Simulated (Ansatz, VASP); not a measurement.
# Ta: VASP beside Ansatz

```
CELL_PARAMETERS angstrom
-1.64202 1.64202 1.64202
1.64202 -1.64202 1.64202
1.64202 1.64202 -1.64202
ATOMIC_POSITIONS crystal
Ta 0.00000 0.00000 0.00000
```

Alike in both runs: functional PBEsol; k mesh 16 × 16 × 16; occupations fermi-dirac, width 0.15 eV; no spin polarisation.

Ansatz relaxed the structure, and its values are those at the end. VASP's run is a single point on that final structure, the one shown.

|  | VASP | Ansatz |
| --- | --- | --- |
| version | VASP 6.6.1 | Ansatz 0.2.0 |
| potentials or method | VASP PAW PBE potentials, release 64 (Ta_pv), cutoff 520 eV | scalar-relativistic, plane waves, PAW |
| valence electrons in the cell | 11 | 13 |

VASP gave:

| Item | Value |
| --- | --- |
| gap on the k mesh at the Fermi level (eV) | none |
| pressure (GPa) | 0.2 |

Q: Which values does Ansatz return?

A: gap on the k mesh at the Fermi level (eV): none; pressure (GPa): 0.0.

VASP's potentials were made for PBE, not for PBEsol, and Ansatz warns of the same on its side. A gap of «none» marks a metal or a gap that the smearing closes. With one functional, cell and mesh, what is left measures potentials, basis and numerics. VASP's potentials hold 11 valence electrons a cell and Ansatz's 13, so a difference there can come from the potentials and not from the codes.

Spin-orbit coupling is off throughout.
